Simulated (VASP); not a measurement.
# IrS (Fm-3m) in VASP: a series of runs, part 3 of 3

VASP 6.6.1.

### Step 4. Single point, PBEsol (14.51 Å³/atom)

This run uses another cell than the first one, of 14.51 Å³/atom.

The input, INCAR:

```
SYSTEM = IrS
PREC = Accurate
ENCUT = 560
EDIFF = 1E-6
ISMEAR = 0
SIGMA = 0.05
LREAL = .False.
LASPH = .True.
NELM = 120
ALGO = Normal
ISIF = 2
LWAVE = .False.
LCHARG = .False.
GGA = PS
NBANDS = 18
GGA_COMPAT = .False.
```

The input, KPOINTS:

```
regular mesh
0
Gamma
  10 10 10
  0 0 0
```

The input, POSCAR:

```
IrS
1.0
    0.0000000000      2.4391161214      2.4391161214
    2.4391161214      0.0000000000      2.4391161214
    2.4391161214      2.4391161214      0.0000000000
Ir S
1 1
Direct
    0.5000000000      0.5000000000      0.5000000000
    0.0000000000      0.0000000000      0.0000000000
```

Potentials or basis: VASP PAW PBE potentials, release 64 (Ir_sv_GW, S).

Launch:

```sh
$ cat potpaw_PBE.64/Ir_sv_GW/POTCAR potpaw_PBE.64/S/POTCAR > POTCAR
$ mpirun -np 1 vasp_std > vasp.out
```

OUTCAR:

```text
SYSTEM = IrS
   PREC = Accurate
   ENCUT = 560
   EDIFF = 1E-6
   ISMEAR = 0
   LREAL = .False.
   LASPH = .True.
   NELM = 120
   ISIF = 2
   GGA = PS

 ion  position               nearest neighbor table
   1  0.500  0.500  0.500-   2 2.44   2 2.44   2 2.44   2 2.44   2 2.44   2 2.44
   2  0.000  0.000  0.000-   1 2.44   1 2.44   1 2.44   1 2.44   1 2.44   1 2.44

  LATTYP: Found a face centered cubic cell.
 ALAT       =     4.8782322428

  Lattice vectors:

 A1 = (   0.0000000000,   2.4391161214,   2.4391161214)
 A2 = (   2.4391161214,   0.0000000000,   2.4391161214)
 A3 = (   2.4391161214,   2.4391161214,   0.0000000000)

Analysis of symmetry for initial positions (statically):
=====================================================================
 Subroutine PRICEL returns:
 Original cell was already a primitive cell.

 Routine SETGRP: Setting up the symmetry group for a
 face centered cubic supercell.

 Subroutine GETGRP returns: Found 48 space group operations
 (whereof 48 operations were pure point group operations)
 out of a pool of 48 trial point group operations.

The static configuration has the point symmetry O_h .

Analysis of symmetry for dynamics (positions and initial velocities):
=====================================================================
 Subroutine PRICEL returns:
 Original cell was already a primitive cell.

 Routine SETGRP: Setting up the symmetry group for a
 face centered cubic supercell.

 Subroutine GETGRP returns: Found 48 space group operations
 (whereof 48 operations were pure point group operations)
 out of a pool of 48 trial point group operations.

The dynamic configuration has the point symmetry O_h .

 Subroutine INISYM returns: Found 48 space group operations
 (whereof 48 operations are pure point group operations),
 and found     1 'primitive' translations

----------------------------------------------------------------------------------------
[... 105 lines left out ...]
   NUPDOWN=      -1.0000    fix difference up-down
   EMIN   =  10.00;   EMAX   =-10.00  energy-range for DOS
   EFERMI =   0.00;   METHOD = LEGACY
   ISMEAR =     0;   SIGMA  =   0.05  broadening in eV -4-tet -1-fermi 0-gaus
   EFERMI_NEDOS =   21; number of points for ismear=-14 and -15
   IALGO  =     38    algorithm
   IMIX   =      4    mixing-type and parameters
     AMIX     =   0.40;   BMIX     =  1.00
     AMIX_MAG =   1.60;   BMIX_MAG =  1.00
  volume/ion in A,a.u.               =      14.51        97.93
  Fermi-wavevector in a.u.,A,eV,Ry     =   1.514985  2.862906 31.227809  2.295179
  Thomas-Fermi vector in A             =   2.624569
   LORBIT       =      0    0 simple, 1 ext, 2 COOP (PROOUT), +10 PAW based schemes
   GGA     = PS    functional components
   LHFCALC =     F    Hartree Fock is set to
   AEXX    =    0.0000 exact exchange contribution
   IVDW    =     0    specifies the selected vdW correction
   LEPSILON=     F    determine dielectric tensor
   LRPA    =     F    only Hartree local field effects (RPA)
 non-spin polarized calculation
 Gauss-broadening in eV      SIGMA  =   0.05
  energy-cutoff  :      560.00
  volume of cell :       29.02
 maximum number of plane-waves:       893
   NGX = 13   NGY = 13   NGZ = 13

 number of electron      22.9999998 magnetization

 Free energy of the ion-electron system (eV)
  ---------------------------------------------------
  ext. energy  EPLUGINS =         0.00000000
  ---------------------------------------------------
  free energy    TOTEN  =       -14.06916242 eV

  energy without entropy =      -14.06747432  energy(sigma->0) =      -14.06831837

 E-fermi :  10.5078     XC(G=0): -12.9736

 val. band max:       10.4989194154   @ k =  -0.3000   0.5000   0.2000
 cond. band min:      10.5349206427   @ k =   0.5000   0.3000   0.1000
 fundamental gap:      0.0360012274
 Fermi energy:        10.5077602832

 k-point     1 :       0.0000    0.0000    0.0000
  band No.  band energies     occupation
      1     -81.2863      2.00000
      2     -38.1307      2.00000
      3     -38.1307      2.00000
      4     -38.1307      2.00000
      5      -5.9866      2.00000
      6       7.3179      2.00000
[... 481 lines left out ...]
      5      -4.3612      2.00000
      6       3.0430      2.00000
[... 10 lines left out ...]
     17      21.4794      0.00000
     18      23.2660      0.00000

 [... further k-points ...]
[... 5 lines left out ...]
  --------------------------------------------------------------------------------------
  -------------------------------------------------------------------------------------
  Total       -0.1315854     -0.1315854     -0.1315854      0.0000000      0.0000000      0.0000000
  in kB       -7.2642517     -7.2642517     -7.2642517      0.0000000      0.0000000      0.0000000
  external PRESSURE =      -7.2642517 kB  Pullay stress =       0.0000000 kB

 VOLUME and BASIS-vectors are now :
 -----------------------------------------------------------------------------
  energy-cutoff  :      560.00
  volume of cell :       29.02
      direct lattice vectors                 reciprocal lattice vectors
     0.000000000  2.439116121  2.439116121    -0.204992290  0.204992290  0.204992290
     2.439116121  0.000000000  2.439116121     0.204992290 -0.204992290  0.204992290
     2.439116121  2.439116121  0.000000000     0.204992290  0.204992290 -0.204992290

 POSITION                                       TOTAL-FORCE (eV/Angst)
 -----------------------------------------------------------------------------------
      2.43912      2.43912      2.43912        -0.000000     -0.000000      0.000000
      0.00000      0.00000      0.00000         0.000000      0.000000      0.000000
 -----------------------------------------------------------------------------------
    total drift:                                0.000000      0.000000      0.000000

  FREE ENERGIE OF THE ION-ELECTRON SYSTEM (eV)
  ---------------------------------------------------
  free  energy   TOTEN  =       -14.0691624169 eV

  energy  without entropy=      -14.0674743213  energy(sigma->0) =      -14.06831837
```

OSZICAR:

```text
N       E                     dE             d eps       ncg     rms          rms(c)
DAV:   1     0.175700933121E+03    0.17570E+03   -0.15664E+04  1804   0.131E+03
DAV:   2    -0.956420439026E+01   -0.18527E+03   -0.18240E+03  2200   0.379E+02
DAV:   3    -0.154527181640E+02   -0.58885E+01   -0.58007E+01  1960   0.628E+01
DAV:   4    -0.154866087488E+02   -0.33891E-01   -0.33868E-01  2006   0.502E+00
DAV:   5    -0.154867485630E+02   -0.13981E-03   -0.13981E-03  1972   0.320E-01    0.672E+01
DAV:   6    -0.141750445072E+02    0.13117E+01   -0.74112E+00  1758   0.175E+01    0.406E+01
DAV:   7    -0.141275029860E+02    0.47542E-01   -0.93243E-01  1722   0.799E+00    0.156E+01
DAV:   8    -0.140706584164E+02    0.56845E-01   -0.16863E-01  1772   0.313E+00    0.105E+00
DAV:   9    -0.140695364803E+02    0.11219E-02   -0.16478E-02  1786   0.842E-01    0.656E-01
DAV:  10    -0.140692499238E+02    0.28656E-03   -0.17570E-03  1862   0.320E-01    0.214E-01
DAV:  11    -0.140691729960E+02    0.76928E-04   -0.16883E-04  1790   0.967E-02    0.141E-01
DAV:  12    -0.140691629718E+02    0.10024E-04   -0.36344E-05  1840   0.417E-02    0.312E-02
DAV:  13    -0.140691624169E+02    0.55492E-06   -0.13348E-06   992   0.895E-03
   1 F= -.14069162E+02 E0= -.14068318E+02  d E =-.168810E-02
```

Run time: 13 s. Hardware: 1 thread of Intel Xeon 6975P-C (Granite Rapids), shared host; peak memory 0.18 GiB.

What came out:

| Property | Result |
| --- | --- |
| Free energy | -14.0692 eV |
| Pressure | -0.7 GPa |
| Band gap on the k mesh | zero (an odd number of electrons rules out a gap without spin polarisation) |

Caveat: the PAW data sets were made with another functional, which shifts forces and pressure a little; spin-orbit coupling is left out, which moves the levels of the heavy elements.

### Step 5. Single point, PBEsol (14.22 Å³/atom)

This run uses another cell than the first one, of 14.22 Å³/atom.

The input, INCAR:

```
SYSTEM = IrS
ALGO     = Normal         ! electronic algorithm
EDIFF    = 1E-6           ! SCF threshold, eV
ENCUT    = 560            ! plane-wave cutoff, eV
GGA      = PS             ! functional
GGA_COMPAT= .False.      
ISIF     = 2              ! what is computed and relaxed
ISMEAR   = 0              ! smearing method
LASPH    = .True.         ! aspherical terms in the spheres
LCHARG   = .False.        ! write CHGCAR
LREAL    = .False.        ! projectors in reciprocal space
LWAVE    = .False.        ! write WAVECAR
NBANDS   = 18             ! bands
NELM     = 120            ! most SCF steps
PREC     = Accurate       ! precision mode
SIGMA    = 0.05           ! smearing width, eV
```

The input, KPOINTS:

```
k-points
0
Gamma
  10 10 10
  0 0 0
```

The input, POSCAR:

```
IrS
1.0
    0.0000000000      2.4227457213      2.4227457213
    2.4227457213      0.0000000000      2.4227457213
    2.4227457213      2.4227457213      0.0000000000
Ir S
1 1
Direct
    0.5000000000      0.5000000000      0.5000000000
    0.0000000000      0.0000000000      0.0000000000
```

Launch:

```sh
$ cat potpaw_PBE.64/Ir_sv_GW/POTCAR potpaw_PBE.64/S/POTCAR > POTCAR
$ mpirun -np 1 vasp_std > vasp.out
```

It took 12 s on 1 thread of Intel Xeon 6975P-C (Granite Rapids), shared host; peak memory 0.18 GiB.

Results (log left out):

| Property | Result |
| --- | --- |
| Free energy | -14.0609 eV |
| Pressure | 3.8 GPa |
| Band gap on the k mesh | zero (an odd number of electrons rules out a gap without spin polarisation) |

Levels at points of the mesh, in eV from the Fermi level:
```tsv
k point	band 8	band 9	band 10	band 11	band 12	band 13	band 14	band 15	band 16	band 17
(0.00, 0.00, 0.00)	-3.32	-3.21	-3.21	-2.38	-2.38	-2.38	3.14	10.00	12.90	12.90
(0.50, 0.00, 0.00)	-6.67	-1.28	-1.28	-0.59	3.06	4.57	4.57	6.44	6.44	11.27
(0.50, 0.50, 0.00)	-4.12	-4.12	-2.31	-0.65	-0.65	-0.16	1.83	10.64	11.89	14.73
```

Caveat: the cell stands under pressure; the PAW data sets were made with another functional, which shifts forces and pressure a little; spin-orbit coupling is left out, which moves the levels of the heavy elements.

### Step 6. Single point, PBEsol (14.57 Å³/atom)

This run uses another cell than the first one, of 14.57 Å³/atom.

The input, INCAR:

```
PREC = Accurate ; ENCUT = 560
EDIFF = 1E-6 ; ISMEAR = 0
SIGMA = 0.05 ; LREAL = F
LASPH = T ; NELM = 120
ALGO = Normal ; ISIF = 2
LWAVE = F ; LCHARG = F
GGA = PS ; NBANDS = 18
GGA_COMPAT = F
```

The input, KPOINTS:

```
regular mesh
0
Gamma
  10 10 10
```

The input, POSCAR:

```
IrS
1.0
    0.0000000000      2.4426881431      2.4426881431
    2.4426881431      0.0000000000      2.4426881431
    2.4426881431      2.4426881431      0.0000000000
Ir S
1 1
Direct
    0.5000000000      0.5000000000      0.5000000000
    0.0000000000      0.0000000000      0.0000000000
```

Potentials or basis: VASP PAW PBE potentials, release 64 (Ir_sv_GW, S).

Launch:

```sh
$ cat potpaw_PBE.64/Ir_sv_GW/POTCAR potpaw_PBE.64/S/POTCAR > POTCAR
$ mpirun -np 1 vasp_std > vasp.out
```

Run time: 31 s. Hardware: 1 thread of Intel Xeon Platinum 8259CL at 2.50GHz (Skylake/Cascade Lake), shared host; peak memory 0.18 GiB.

Results (log left out):

- Free energy: -14.0688 eV
- Pressure: -1.6 GPa
- Band gap on the k mesh: zero (an odd number of electrons rules out a gap without spin polarisation)

Levels at points of the mesh, in eV from the Fermi level:
| k point | band 9 | band 10 | band 11 | band 12 | band 13 | band 14 | band 15 | band 16 |
| --- | --- | --- | --- | --- | --- | --- | --- | --- |
| (0.00, 0.00, 0.00) | -3.06 | -3.06 | -2.33 | -2.33 | -2.33 | 2.93 | 10.07 | 12.77 |
| (0.50, 0.00, 0.00) | -1.21 | -1.21 | -0.56 | 3.12 | 4.41 | 4.41 | 6.46 | 6.46 |
| (0.50, 0.50, 0.00) | -4.02 | -2.20 | -0.61 | -0.61 | -0.14 | 1.70 | 10.49 | 11.72 |

Caveat: the PAW data sets were made with another functional, which shifts forces and pressure a little; spin-orbit coupling is left out, which moves the levels of the heavy elements.

### Step 7. Overview

| cell | gap on the mesh (eV) | pressure (GPa) |
| --- | --- | --- |
| a = 3.472 Å, angles 60.0°, 2 atoms | none | -4.7 |
| a = 3.403 Å, angles 60.0°, 2 atoms | none | 8.8 |
| a = 3.449 Å, angles 60.0°, 2 atoms | none | -0.7 |
| a = 3.426 Å, angles 60.0°, 2 atoms | none | 3.8 |
| a = 3.454 Å, angles 60.0°, 2 atoms | none | -1.6 |

Alike in all rows: task single point; level PBEsol; potentials or basis VASP PAW PBE potentials, release 64 (Ir_sv_GW, S); no spin polarisation; k mesh 10 × 10 × 10; cutoff (eV) 560; smearing gaussian 0.05 eV.

Caveats: the PAW data sets were made with another functional, which shifts forces and pressure a little; spin-orbit coupling is left out, which moves the levels of the heavy elements; the cell stands under pressure (at least some runs); the cell stands under tension (at least some runs).

Total energies depend on the potentials used, so only differences within one code and one set of settings carry meaning.

The gap in the log of VASP goes by the Fermi energy; the results here count the filled bands.